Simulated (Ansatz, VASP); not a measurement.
# One calculation of Au, two programs

```
Au
1.0
     0.00000    2.07900    2.07900
     2.07900    0.00000    2.07900
     2.07900    2.07900    0.00000
Au
1
Direct
  0.00000 0.00000 0.00000
```

Alike in both runs: functional PBE; k mesh 52 × 52 × 52; occupations gaussian, width 0.3 eV; no spin polarisation.

Ansatz relaxed the structure, and its values are those at the end. VASP's run is a single point on that final structure, the one shown.

|  | VASP | Ansatz |
| --- | --- | --- |
| version | VASP 6.6.1 | Ansatz 0.2.0 |
| potentials or method | VASP PAW PBE potentials, release 64 (Au) | scalar-relativistic, plane waves, PAW |
| plane-wave cutoff (eV) | 520 | 420 |
| valence electrons in the cell | 11 | 19 |

VASP gave:

- gap on the k mesh at the Fermi level (eV): none
- pressure (GPa): -0.2

Q: Which values does Ansatz return?

A: gap on the k mesh at the Fermi level (eV): none; pressure (GPa): 0.0.

A gap of «none» marks a metal or a gap that the smearing closes. With one functional, cell and mesh, what is left measures potentials, basis and numerics. VASP's potentials hold 11 valence electrons a cell and Ansatz's 19, so a difference there can come from the potentials and not from the codes.

Spin-orbit coupling is off throughout.
